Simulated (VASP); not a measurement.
# Si in VASP: further runs, part 2 of 2

VASP 6.6.1. The steps go on from the part before.

### 4 Single point, r2SCAN

POSCAR reads:

```
Si
1.0
    2.5259493409      0.0000000000      0.0000000000
    0.0000000000      2.5259493409      0.0000000000
    0.0000000000      0.0000000000      2.5259493409
Si
1
Direct
    0.0000000000      0.0000000000      0.0000000000
```

INCAR.step1 reads:

```
SYSTEM = Si
PREC = Accurate
ENCUT = 520
ISMEAR = 0
SIGMA = 0.1
LREAL = .False.
LASPH = .True.
NELM = 80
NBANDS = 8
GGA = PE
ALGO = Normal
EDIFF = 1E-4
LWAVE = .True.
LCHARG = .False.
```

INCAR.step2 reads:

```
SYSTEM = Si
PREC = Accurate
ENCUT = 520
EDIFF = 1E-6
ISMEAR = 0
SIGMA = 0.1
LREAL = .False.
LASPH = .True.
NELM = 80
ALGO = Normal
ISIF = 2
LWAVE = .False.
LCHARG = .False.
METAGGA = R2SCAN
LMIXTAU = .True.
NBANDS = 8
ISTART = 1
```

KPOINTS reads:

```
regular mesh
0
Gamma
  22 22 22
  0 0 0
```

Potentials or basis: VASP PAW PBE potentials, release 64 (Si).

Started as:

```sh
$ cat potpaw_PBE.64/Si/POTCAR > POTCAR
$ cp INCAR.step1 INCAR
$ mpirun -np 1 vasp_std > vasp.out
$ cp INCAR.step2 INCAR
$ mpirun -np 1 vasp_std > vasp.out
```

OUTCAR:

```text
SYSTEM = Si
   PREC = Accurate
   ENCUT = 520
   EDIFF = 1E-6
   ISMEAR = 0
   LREAL = .False.
   LASPH = .True.
   NELM = 80
   ISIF = 2
   METAGGA = R2SCAN
   ISTART = 1

 ion  position               nearest neighbor table
   1  0.000  0.000  0.000-

  LATTYP: Found a simple cubic cell.
 ALAT       =     2.5259493409

  Lattice vectors:

 A1 = (   2.5259493409,   0.0000000000,   0.0000000000)
 A2 = (   0.0000000000,   2.5259493409,   0.0000000000)
 A3 = (   0.0000000000,   0.0000000000,   2.5259493409)

Analysis of symmetry for initial positions (statically):
=====================================================================
 Subroutine PRICEL returns:
 Original cell was already a primitive cell.

 Routine SETGRP: Setting up the symmetry group for a
 simple cubic supercell.

 Subroutine GETGRP returns: Found 48 space group operations
 (whereof 48 operations were pure point group operations)
 out of a pool of 48 trial point group operations.

The static configuration has the point symmetry O_h .

Analysis of symmetry for dynamics (positions and initial velocities):
=====================================================================
 Subroutine PRICEL returns:
 Original cell was already a primitive cell.

 Routine SETGRP: Setting up the symmetry group for a
 simple cubic supercell.

 Subroutine GETGRP returns: Found 48 space group operations
 (whereof 48 operations were pure point group operations)
 out of a pool of 48 trial point group operations.

The dynamic configuration has the point symmetry O_h .

 Subroutine INISYM returns: Found 48 space group operations
 (whereof 48 operations are pure point group operations),
 and found     1 'primitive' translations

----------------------------------------------------------------------------------------

                                     Primitive cell

  volume of cell :      16.1166

  direct lattice vectors                    reciprocal lattice vectors
     2.525949341  0.000000000  0.000000000     0.395890758  0.000000000  0.000000000
     0.000000000  2.525949341  0.000000000     0.000000000  0.395890758  0.000000000
     0.000000000  0.000000000  2.525949341     0.000000000  0.000000000  0.395890758

  length of vectors
     2.525949341  2.525949341  2.525949341     0.395890758  0.395890758  0.395890758

  position of ions in fractional coordinates (direct lattice)
     0.000000000  0.000000000  0.000000000

  ion indices of the primitive-cell ions
   primitive index   ion index
                 1           1

----------------------------------------------------------------------------------------

 KPOINTS: regular mesh

Automatic generation of k-mesh.
 Grid dimensions read from file:
 generate k-points for:   22   22   22

 Generating k-lattice:

  Cartesian coordinates                     Fractional coordinates (reciprocal lattice)
     0.017995034  0.000000000  0.000000000     0.045454545  0.000000000  0.000000000
     0.000000000  0.017995034  0.000000000     0.000000000  0.045454545  0.000000000
     0.000000000  0.000000000  0.017995034     0.000000000  0.000000000  0.045454545

  Length of vectors
     0.017995034  0.017995034  0.017995034

  Shift w.r.t. Gamma in fractional coordinates (k-lattice)
     0.000000000  0.000000000  0.000000000

 Subroutine IBZKPT returns following result:
 ===========================================

 Found    364 irreducible k-points:

 Following reciprocal coordinates:
            Coordinates               Weight
  0.000000  0.000000  0.000000      1.000000
  0.045455  0.000000  0.000000      6.000000
  0.090909  0.000000  0.000000      6.000000
  0.136364  0.000000  0.000000      6.000000
  0.181818  0.000000  0.000000      6.000000
  0.227273  0.000000  0.000000      6.000000
[... 16 lines left out ...]
  0.500000  0.045455  0.000000     12.000000
  0.090909  0.090909  0.000000     12.000000
 [... further k-points ...]
   k-points           NKPTS =    364   k-points in BZ     NKDIM =    364   number of bands    NBANDS=      8
   number of dos      NEDOS =    301   number of ions     NIONS =      1
   total plane-waves  NPLWV =   8000
   dimension x,y,z NGX =    20 NGY =   20 NGZ =   20
   dimension x,y,z NGXF=    40 NGYF=   40 NGZF=   40
   ions per type =               1
   NGX,Y,Z   is equivalent  to a cutoff of  13.16, 13.16, 13.16 a.u.
   NGXF,Y,Z  is equivalent  to a cutoff of  26.33, 26.33, 26.33 a.u.
 SYSTEM =  Si
   PREC   = accura    normal or accurate (medium, high low for compatibility)
   ISTART =      1    job   : 0-new  1-cont  2-samecut
   ICHARG =      0    charge: 1-file 2-atom 10-const
   ISPIN  =      1    spin polarized calculation?
   LNONCOLLINEAR =      F non collinear calculations
   LSORBIT =      F    spin-orbit coupling
   LASPH  =      T    aspherical Exc in radial PAW
   ENCUT  =  520.0 eV  38.22 Ry    6.18 a.u.   4.70  4.70  4.70*2*pi/ulx,y,z
   NELM   =     80;   NELMIN=  2; NELMDL=  0     # of ELM steps
   EDIFF  = 0.1E-05   stopping-criterion for ELM
   LREAL  =      F    real-space projection
   EDIFFG = 0.1E-04   stopping-criterion for IOM
   NSW    =      0    number of steps for IOM
   IBRION =     -1    ionic relax: 0-MD 1-quasi-New 2-CG
   NFREE  =      0    steps in history (QN), initial steepest desc. (CG)
   ISIF   =      2    stress and relaxation
   ISYM   =      2    0-nonsym 1-usesym 2-fastsym
   POTIM  = 0.5000    time-step for ionic-motion
   TEBEG  =    0.0;   TEEND  =   0.0 temperature during run
   PSTRESS=    0.0 pullay stress
   NELECT =       4.0000    total number of electrons
   NUPDOWN=      -1.0000    fix difference up-down
   EMIN   =  10.00;   EMAX   =-10.00  energy-range for DOS
   EFERMI =   0.00;   METHOD = LEGACY
   ISMEAR =     0;   SIGMA  =   0.10  broadening in eV -4-tet -1-fermi 0-gaus
   EFERMI_NEDOS =   21; number of points for ismear=-14 and -15
   IALGO  =     38    algorithm
   IMIX   =      4    mixing-type and parameters
     AMIX     =   0.40;   BMIX     =  1.00
     AMIX_MAG =   1.60;   BMIX_MAG =  1.00
  volume/ion in A,a.u.               =      16.12       108.76
  Fermi-wavevector in a.u.,A,eV,Ry     =   1.028814  1.944177 14.401198  1.058458
  Thomas-Fermi vector in A             =   2.162830
   LORBIT       =      0    0 simple, 1 ext, 2 COOP (PROOUT), +10 PAW based schemes
   METAGGA = R2SCAN    functional components
   LHFCALC =     F    Hartree Fock is set to
   AEXX    =    0.0000 exact exchange contribution
   IVDW    =     0    specifies the selected vdW correction
   LEPSILON=     F    determine dielectric tensor
   LRPA    =     F    only Hartree local field effects (RPA)
 non-spin polarized calculation
 Gauss-broadening in eV      SIGMA  =   0.10
  energy-cutoff  :      520.00
  volume of cell :       16.12
 maximum number of plane-waves:       461
 NGX is ok and might be reduce to    20
   NGX =  9   NGY =  9   NGZ =  9

 number of electron       4.0000000 magnetization

 Free energy of the ion-electron system (eV)
  ---------------------------------------------------
  ext. energy  EPLUGINS =         0.00000000
  ---------------------------------------------------
  free energy    TOTEN  =        -8.29462232 eV

  energy without entropy =       -8.29266334  energy(sigma->0) =       -8.29364283

 E-fermi :   8.3926     XC(G=0): -11.1952

 val. band max:        8.3774020366   @ k =   0.2273   0.0909   0.0000
 cond. band min:       8.3933379014   @ k =   0.4091   0.4091   0.2727
 fundamental gap:      0.0159358648
 Fermi energy:         8.3925568385

 k-point     1 :       0.0000    0.0000    0.0000
  band No.  band energies     occupation
      1      -5.6425      2.00000
      2      16.1512      0.00000
      3      16.1512      0.00000
      4      16.5363      0.00000
      5      16.5363      0.00000
      6      16.5363      0.00000
      7      25.6236      0.00000
      8      34.6319      0.00000
[... 243 lines left out ...]
 k-point    24 :       0.0909    0.0909    0.0000
  band No.  band energies     occupation
      1      -5.2534      2.00000
      2      12.6731      0.00000
      3      13.8839      0.00000
      4      16.8610      0.00000
      5      18.3537      0.00000
      6      20.6963      0.00000
      7      26.8166      0.00000
      8      31.7439      0.00000

 [... further k-points ...]

------------------------ aborting loop because EDIFF is reached ----------------------------------------

  FORCE on cell =-STRESS in cart. coord.  units (eV):
  Direction    XX          YY          ZZ          XY          YZ          ZX
  --------------------------------------------------------------------------------------
  -------------------------------------------------------------------------------------
  Total       -0.0118389     -0.0118389     -0.0118389      0.0000000     -0.0000000     -0.0000000
  in kB       -1.1769277     -1.1769277     -1.1769277      0.0000000     -0.0000000     -0.0000000
  external PRESSURE =      -1.1769277 kB  Pullay stress =       0.0000000 kB

 VOLUME and BASIS-vectors are now :
 -----------------------------------------------------------------------------
  energy-cutoff  :      520.00
  volume of cell :       16.12
      direct lattice vectors                 reciprocal lattice vectors
     2.525949341  0.000000000  0.000000000     0.395890758  0.000000000  0.000000000
     0.000000000  2.525949341  0.000000000     0.000000000  0.395890758  0.000000000
     0.000000000  0.000000000  2.525949341     0.000000000  0.000000000  0.395890758

 POSITION                                       TOTAL-FORCE (eV/Angst)
 -----------------------------------------------------------------------------------
      0.00000      0.00000      0.00000         0.000000      0.000000      0.000000
 -----------------------------------------------------------------------------------
    total drift:                               -0.000000     -0.000000     -0.000000

  FREE ENERGIE OF THE ION-ELECTRON SYSTEM (eV)
  ---------------------------------------------------
  free  energy   TOTEN  =        -8.2946223213 eV

  energy  without entropy=       -8.2926633406  energy(sigma->0) =       -8.29364283
```

OUTCAR.step1:

```text
SYSTEM = Si
   PREC = Accurate
   ENCUT = 520
   ISMEAR = 0
   LREAL = .False.
   LASPH = .True.
   NELM = 80
[... 481 lines left out ...]
 -----------------------------------------------------------------------------------
      0.00000      0.00000      0.00000         0.000000      0.000000      0.000000
 -----------------------------------------------------------------------------------
    total drift:                                0.000000     -0.000000     -0.000000

  FREE ENERGIE OF THE ION-ELECTRON SYSTEM (eV)
  ---------------------------------------------------
  free  energy   TOTEN  =        -5.0730867217 eV

  energy  without entropy=       -5.0709018164  energy(sigma->0) =       -5.07199427
```

OSZICAR.step1:

```text
N       E                     dE             d eps       ncg     rms          rms(c)
DAV:   1    -0.230673957170E+01   -0.23067E+01   -0.17497E+03  6184   0.376E+02
DAV:   2    -0.505092246444E+01   -0.27442E+01   -0.26141E+01  8208   0.303E+01
DAV:   3    -0.507156406484E+01   -0.20642E-01   -0.20637E-01  6704   0.274E+00
DAV:   4    -0.507159962232E+01   -0.35557E-04   -0.35557E-04  8992   0.121E-01
DAV:   5    -0.507159967327E+01   -0.50943E-07   -0.50557E-07  6616   0.262E-03    0.269E+00
DAV:   6    -0.507239316935E+01   -0.79350E-03   -0.75386E-04  7400   0.169E-01    0.156E+00
DAV:   7    -0.507303464861E+01   -0.64148E-03   -0.22430E-03  7192   0.283E-01    0.149E-01
DAV:   8    -0.507308672173E+01   -0.52073E-04   -0.46564E-05  7528   0.467E-02
   1 F= -.50730867E+01 E0= -.50719943E+01  d E =-.218491E-02
```

It took 67 s on 1 thread of AMD EPYC 9R45 (Zen 5), shared host; peak memory 0.12 GiB.

Results:

```yaml
Free_energy: -8.2946 eV
Pressure: -0.1 GPa
Band_gap_on_the_k_mesh: zero (bands 2 and 3 overlap by 10.95 eV)
```

Caveat: the PAW data sets were made with another functional, which shifts forces and pressure a little.

### 5 Overview

```csv
task,cell,k mesh,cutoff (eV),gap on the mesh (eV),pressure (GPa)
single point,"a = 2.526 Å, 1 atom",21 × 21 × 21,520,none,-0.1
relaxation of cell and atoms,"relaxed from a = 2.520 Å, 1 atom",22 × 22 × 22,600,none,0.0
single point,"a = 2.526 Å, 1 atom",22 × 22 × 22,520,none,-0.1
```

Alike in all rows: level r2SCAN; potentials or basis VASP PAW PBE potentials, release 64 (Si); no spin polarisation; smearing gaussian 0.1 eV.

Caveats: the PAW data sets were made with another functional, which shifts forces and pressure a little.

Total energies depend on the potentials used, so only differences within one code and one set of settings carry meaning.
